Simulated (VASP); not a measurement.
# Na (Im-3m) in VASP: further runs

The runs below take Na through single point, with PBEsol.

Program: VASP 6.6.1. These are calculated values, not measurements. Logs are shortened: lines on timing, memory, paths and dates and some standing lists are left out, and cuts for length are marked.

## (1) The cell of the first run

Symmetry: Im-3m, No. 229, cubic system. Conventional cell: a = 4.221 Å, b = 4.221 Å, c = 4.221 Å, α = 90.00°, β = 90.00°, γ = 90.00°. Na (site symmetry m-3m) has 14 Na at 3.66 to 4.22 Å within 4.8 Å.

## (2) Single point, PBEsol (volume scaled by 0.99)

File INCAR:

```
SYSTEM = Na
PREC = Accurate
ENCUT = 520
EDIFF = 1E-6
ISMEAR = -1
SIGMA = 0.03
LREAL = .False.
LASPH = .True.
NELM = 80
ALGO = Normal
ISIF = 2
LWAVE = .False.
LCHARG = .True.
GGA = PS
LELF = .True.
LVHAR = .True.
NBANDS = 10
```

File KPOINTS:

```
Automatic mesh
0
Gamma
  11 11 11
  0 0 0
```

File POSCAR:

```
Na
1.0
   -2.1104180073      2.1104180073      2.1104180073
    2.1104180073     -2.1104180073      2.1104180073
    2.1104180073      2.1104180073     -2.1104180073
Na
1
Direct
    0.0000000000      0.0000000000      0.0000000000
```

Potentials or basis: VASP PAW PBE potentials, release 64 (Na_pv).

The run is started by

```bash
> cat potpaw_PBE.64/Na_pv/POTCAR > POTCAR
> mpirun -np 1 vasp_std > vasp.out
```

OUTCAR:

```text
SYSTEM = Na
   PREC = Accurate
   ENCUT = 520
   EDIFF = 1E-6
   ISMEAR = -1
   LREAL = .False.
   LASPH = .True.
   NELM = 80
   ISIF = 2
   GGA = PS

 ion  position               nearest neighbor table
   1  0.000  0.000  0.000-

  LATTYP: Found a body centered cubic cell.
 ALAT       =     4.2208360146

  Lattice vectors:

 A1 = (  -2.1104180073,   2.1104180073,   2.1104180073)
 A2 = (   2.1104180073,  -2.1104180073,   2.1104180073)
 A3 = (   2.1104180073,   2.1104180073,  -2.1104180073)

Analysis of symmetry for initial positions (statically):
=====================================================================
 Subroutine PRICEL returns:
 Original cell was already a primitive cell.

 Routine SETGRP: Setting up the symmetry group for a
 body centered cubic supercell.

 Subroutine GETGRP returns: Found 48 space group operations
 (whereof 48 operations were pure point group operations)
 out of a pool of 48 trial point group operations.

The static configuration has the point symmetry O_h .

Analysis of symmetry for dynamics (positions and initial velocities):
=====================================================================
 Subroutine PRICEL returns:
 Original cell was already a primitive cell.

 Routine SETGRP: Setting up the symmetry group for a
 body centered cubic supercell.

 Subroutine GETGRP returns: Found 48 space group operations
 (whereof 48 operations were pure point group operations)
 out of a pool of 48 trial point group operations.

The dynamic configuration has the point symmetry O_h .

 Subroutine INISYM returns: Found 48 space group operations
 (whereof 48 operations are pure point group operations),
 and found     1 'primitive' translations

----------------------------------------------------------------------------------------

                                     Primitive cell

  volume of cell :      37.5981

  direct lattice vectors                    reciprocal lattice vectors
    -2.110418007  2.110418007  2.110418007     0.000000000  0.236919889  0.236919889
     2.110418007 -2.110418007  2.110418007     0.236919889  0.000000000  0.236919889
     2.110418007  2.110418007 -2.110418007     0.236919889  0.236919889  0.000000000

  length of vectors
     3.655351214  3.655351214  3.655351214     0.335055320  0.335055320  0.335055320

  position of ions in fractional coordinates (direct lattice)
     0.000000000  0.000000000  0.000000000
[... 78 lines left out ...]
   EDIFFG = 0.1E-04   stopping-criterion for IOM
   NSW    =      0    number of steps for IOM
   IBRION =     -1    ionic relax: 0-MD 1-quasi-New 2-CG
   NFREE  =      0    steps in history (QN), initial steepest desc. (CG)
   ISIF   =      2    stress and relaxation
   ISYM   =      2    0-nonsym 1-usesym 2-fastsym
   POTIM  = 0.5000    time-step for ionic-motion
   TEBEG  =    0.0;   TEEND  =   0.0 temperature during run
   PSTRESS=    0.0 pullay stress
   NELECT =       7.0000    total number of electrons
   NUPDOWN=      -1.0000    fix difference up-down
   EMIN   =  10.00;   EMAX   =-10.00  energy-range for DOS
   EFERMI =   0.00;   METHOD = LEGACY
   ISMEAR =    -1;   SIGMA  =   0.03  broadening in eV -4-tet -1-fermi 0-gaus
   EFERMI_NEDOS =   21; number of points for ismear=-14 and -15
   IALGO  =     38    algorithm
   IMIX   =      4    mixing-type and parameters
     AMIX     =   0.40;   BMIX     =  1.00
     AMIX_MAG =   1.60;   BMIX_MAG =  1.00
  volume/ion in A,a.u.               =      37.60       253.72
  Fermi-wavevector in a.u.,A,eV,Ry     =   0.934801  1.766517 11.889483  0.873852
  Thomas-Fermi vector in A             =   2.061643
   LORBIT       =      0    0 simple, 1 ext, 2 COOP (PROOUT), +10 PAW based schemes
   GGA     = PS    functional components
   LHFCALC =     F    Hartree Fock is set to
   AEXX    =    0.0000 exact exchange contribution
   IVDW    =     0    specifies the selected vdW correction
   LEPSILON=     F    determine dielectric tensor
   LRPA    =     F    only Hartree local field effects (RPA)
 non-spin polarized calculation
  energy-cutoff  :      520.00
  volume of cell :       37.60
 maximum number of plane-waves:      1024
   NGX = 13   NGY = 13   NGZ = 13

 number of electron       7.0000010 magnetization

 Free energy of the ion-electron system (eV)
  ---------------------------------------------------
  ext. energy  EPLUGINS =         0.00000000
  ---------------------------------------------------
  free energy    TOTEN  =        -1.40164649 eV

  energy without entropy =       -1.40044925  energy(sigma->0) =       -1.40104787

 E-fermi :   0.2744     XC(G=0):  -6.4640

 val. band max:        0.2336543795   @ k =  -0.3636   0.4545   0.0909
 cond. band min:       0.3682992550   @ k =   0.1818   0.1818   0.1818
 fundamental gap:      0.1346448755
 Fermi energy:         0.2744396565

 k-point     1 :       0.0000    0.0000    0.0000
  band No.  band energies     occupation
      1     -24.5307      2.00000
      2     -24.5307      2.00000
      3     -24.5307      2.00000
      4      -2.9819      2.00000
      5      11.9066      0.00000
      6      11.9066      0.00000
      7      11.9066      0.00000
      8      12.9030      0.00000
      9      12.9030      0.00000
     10      13.4390      0.00000
[... 287 lines left out ...]
 k-point    24 :       0.3636    0.1818    0.0909
  band No.  band energies     occupation
      1     -24.5587      2.00000
      2     -24.5461      2.00000
      3     -24.5359      2.00000
      4       1.6181      0.00000
      5       2.1066      0.00000
      6       4.8223      0.00000
      7       6.6434      0.00000
      8      13.4727      0.00000
      9      14.8393      0.00000
     10      15.9572      0.00000

 [... further k-points ...]

------------------------ aborting loop because EDIFF is reached ----------------------------------------

  FORCE on cell =-STRESS in cart. coord.  units (eV):
  Direction    XX          YY          ZZ          XY          YZ          ZX
  --------------------------------------------------------------------------------------
  -------------------------------------------------------------------------------------
  Total       -0.0687161     -0.0687161     -0.0687161      0.0000000      0.0000000      0.0000000
  in kB       -2.9282200     -2.9282200     -2.9282200      0.0000000      0.0000000      0.0000000
  external PRESSURE =      -2.9282200 kB  Pullay stress =       0.0000000 kB

 VOLUME and BASIS-vectors are now :
 -----------------------------------------------------------------------------
  energy-cutoff  :      520.00
  volume of cell :       37.60
      direct lattice vectors                 reciprocal lattice vectors
    -2.110418007  2.110418007  2.110418007     0.000000000  0.236919889  0.236919889
     2.110418007 -2.110418007  2.110418007     0.236919889  0.000000000  0.236919889
     2.110418007  2.110418007 -2.110418007     0.236919889  0.236919889  0.000000000

 POSITION                                       TOTAL-FORCE (eV/Angst)
 -----------------------------------------------------------------------------------
      0.00000      0.00000      0.00000         0.000000      0.000000      0.000000
 -----------------------------------------------------------------------------------
    total drift:                               -0.000000     -0.000000     -0.000000

  FREE ENERGIE OF THE ION-ELECTRON SYSTEM (eV)
  ---------------------------------------------------
  free  energy   TOTEN  =        -1.4016464851 eV

  energy  without entropy=       -1.4004492473  energy(sigma->0) =       -1.40104787
```

OSZICAR:

```text
N       E                     dE             d eps       ncg     rms          rms(c)
DAV:   1     0.258628287747E+02    0.25863E+02   -0.37725E+03  1120   0.579E+02
DAV:   2    -0.834983788951E+00   -0.26698E+02   -0.26566E+02  1140   0.142E+02
DAV:   3    -0.139964323981E+01   -0.56466E+00   -0.56433E+00  1444   0.229E+01
DAV:   4    -0.140368361160E+01   -0.40404E-02   -0.40402E-02  1330   0.186E+00
DAV:   5    -0.140373961487E+01   -0.56003E-04   -0.56003E-04  1344   0.215E-01    0.235E-01
DAV:   6    -0.140213296381E+01    0.16067E-02   -0.27787E-03  1294   0.768E-01    0.142E-01
DAV:   7    -0.140169915165E+01    0.43381E-03   -0.24853E-03  1268   0.649E-01    0.456E-02
DAV:   8    -0.140164621887E+01    0.52933E-04   -0.19806E-04  1298   0.244E-01    0.206E-03
DAV:   9    -0.140164648507E+01   -0.26619E-06   -0.69820E-07   906   0.952E-03
   1 F= -.14016465E+01 E0= -.14010479E+01  d E =-.119724E-02
```

stdout:

```text
POSCAR found type information on POSCAR Na
 POSCAR found :  1 types and       1 ions
 scaLAPACK will be used
 -----------------------------------------------------------------------------
|                                                                             |
|                                                                             |
|     You enforced a specific xc type in the INCAR file but a different       |
|     I HOPE YOU KNOW WHAT YOU ARE DOING!                                     |
|                                                                             |
 -----------------------------------------------------------------------------

 LDA part: xc-table for (Slater+PW92), standard interpolation
 POSCAR, INCAR and KPOINTS ok, starting setup
 FFT: planning ... GRIDC
 FFT: planning ... GRID_SOFT
 FFT: planning ... GRID
 WAVECAR not read
 entering main loop
```

Run time: 14 s. Hardware: 1 thread of Intel Xeon Platinum 8259CL at 2.50GHz (Skylake/Cascade Lake), shared host; peak memory 0.15 GiB.

What came out:

- Free energy: -1.4016 eV
- Pressure: -0.3 GPa

Caveat: the PAW data sets were made with another functional, which shifts forces and pressure a little.

## (3) Single point, PBEsol (volume scaled by 1.01)

File INCAR:

```
PREC = Accurate
ENCUT = 520
EDIFF = 1E-6
ISMEAR = -1
SIGMA = 0.03
LREAL = False
LASPH = True
NELM = 80
ALGO = Normal
ISIF = 2
LWAVE = False
LCHARG = False
GGA = PS
NBANDS = 10
```

File KPOINTS:

```
Automatic mesh
0
Gamma
  11 11 11
```

File POSCAR:

```
Na
1.0
   -2.1245349354      2.1245349354      2.1245349354
    2.1245349354     -2.1245349354      2.1245349354
    2.1245349354      2.1245349354     -2.1245349354
Na
1
Direct
    0.0000000000      0.0000000000      0.0000000000
```

Potentials or basis: VASP PAW PBE potentials, release 64 (Na_pv).

The run is started by

```bash
> cat potpaw_PBE.64/Na_pv/POTCAR > POTCAR
> mpirun -np 1 vasp_std > vasp.out
```

Run time: 13 s. Hardware: 1 thread of Intel Xeon Platinum 8259CL at 2.50GHz (Skylake/Cascade Lake), shared host; peak memory 0.15 GiB.

The run converged. Its results:

```
Free energy : -1.4001 eV
Pressure    : -0.4 GPa
```

Levels at points of the mesh, in eV from the Fermi level:
```csv
k point,band 1,band 2,band 3,band 4,band 5,band 6
"(0.00, 0.00, 0.00)",-24.82,-24.82,-24.82,-3.21,11.50,11.50
```

Caveat: the PAW data sets were made with another functional, which shifts forces and pressure a little.

## (4) Single point, PBEsol (volume scaled by 1.02)

File INCAR:

```
ALGO     = Normal         # electronic algorithm
EDIFF    = 1E-6           # SCF threshold, eV
ENCUT    = 520            # plane-wave cutoff, eV
GGA      = PS             # functional
ISIF     = 2              # what is computed and relaxed
ISMEAR   = -1             # smearing method
LASPH    = True           # aspherical terms in the spheres
LCHARG   = False          # write CHGCAR
LREAL    = False          # projectors in reciprocal space
LWAVE    = False          # write WAVECAR
NBANDS   = 10             # bands
NELM     = 60             # most SCF steps
PREC     = Accurate       # precision mode
SIGMA    = 0.03           # smearing width, eV
```

File KPOINTS:

```
k-points
0
Gamma
  11 11 11
```

File POSCAR:

```
Na
1.0
   -2.1315235875      2.1315235875      2.1315235875
    2.1315235875     -2.1315235875      2.1315235875
    2.1315235875      2.1315235875     -2.1315235875
Na
1
Direct
    0.0000000000      0.0000000000      0.0000000000
```

The run is started by

```bash
> cat potpaw_PBE.64/Na_pv/POTCAR > POTCAR
> mpirun -np 1 vasp_std > vasp.out
```

It took 15 s on 1 thread of Intel Xeon Platinum 8259CL at 2.50GHz (Skylake/Cascade Lake), shared host; peak memory 0.15 GiB.

The run converged. Its results:

```
Free energy : -1.3990 eV
Pressure    : -0.5 GPa
```

Levels at points of the mesh, in eV from the Fermi level:
| k point | band 1 | band 2 | band 3 | band 4 | band 5 | band 6 | band 7 |
| --- | --- | --- | --- | --- | --- | --- | --- |
| (0.00, 0.00, 0.00) | -24.83 | -24.83 | -24.83 | -3.19 | 11.44 | 11.44 | 11.44 |

Caveat: the PAW data sets were made with another functional, which shifts forces and pressure a little.

## (5) Single point, PBEsol (volume scaled by 1.04)

File INCAR:

```
SYSTEM = Na
  PREC = Accurate
  ENCUT = 520
  EDIFF = 1E-6
  ISMEAR = -1
  SIGMA = 0.03
  LREAL = .False.
  LASPH = .True.
  NELM = 100
  ALGO = Normal
  ISIF = 2
  LWAVE = .False.
  LCHARG = .False.
  GGA = PS
  NBANDS = 10
```

File KPOINTS:

```
regular mesh
0
Gamma
  11 11 11
  0 0 0
```

File POSCAR:

```
Na
1.0
   -2.1453650376      2.1453650376      2.1453650376
    2.1453650376     -2.1453650376      2.1453650376
    2.1453650376      2.1453650376     -2.1453650376
Na
1
Direct
    0.0000000000      0.0000000000      0.0000000000
```

The run is started by

```bash
> cat potpaw_PBE.64/Na_pv/POTCAR > POTCAR
> mpirun -np 1 vasp_std > vasp.out
```

Run time: 17 s. Hardware: 1 thread of Intel Xeon Platinum 8259CL at 2.50GHz (Skylake/Cascade Lake), shared host; peak memory 0.15 GiB.

The run converged. Its results:

```yaml
Free_energy: -1.3966 eV
Pressure: -0.6 GPa
```

Levels at points of the mesh, in eV from the Fermi level:
```tsv
k point	band 1	band 2	band 3	band 4	band 5	band 6	band 7
(0.00, 0.00, 0.00)	-24.85	-24.85	-24.85	-3.15	11.32	11.32	11.32
```

Caveat: the PAW data sets were made with another functional, which shifts forces and pressure a little.

## (6) Overview

```csv
cell,gap on the mesh (eV),pressure (GPa)
"a = 3.655 Å, angles 109.5°, 1 atom",none,-0.3
"a = 3.680 Å, angles 109.5°, 1 atom",none,-0.4
"a = 3.692 Å, angles 109.5°, 1 atom",none,-0.5
"a = 3.716 Å, angles 109.5°, 1 atom",none,-0.6
```

Alike in all rows: task single point; level PBEsol; potentials or basis VASP PAW PBE potentials, release 64 (Na_pv); no spin polarisation; k mesh 11 × 11 × 11; cutoff (eV) 520; smearing fermi-dirac 0.03 eV.

Caveats: the PAW data sets were made with another functional, which shifts forces and pressure a little.

Total energies depend on the potentials used, so only differences within one code and one set of settings carry meaning.
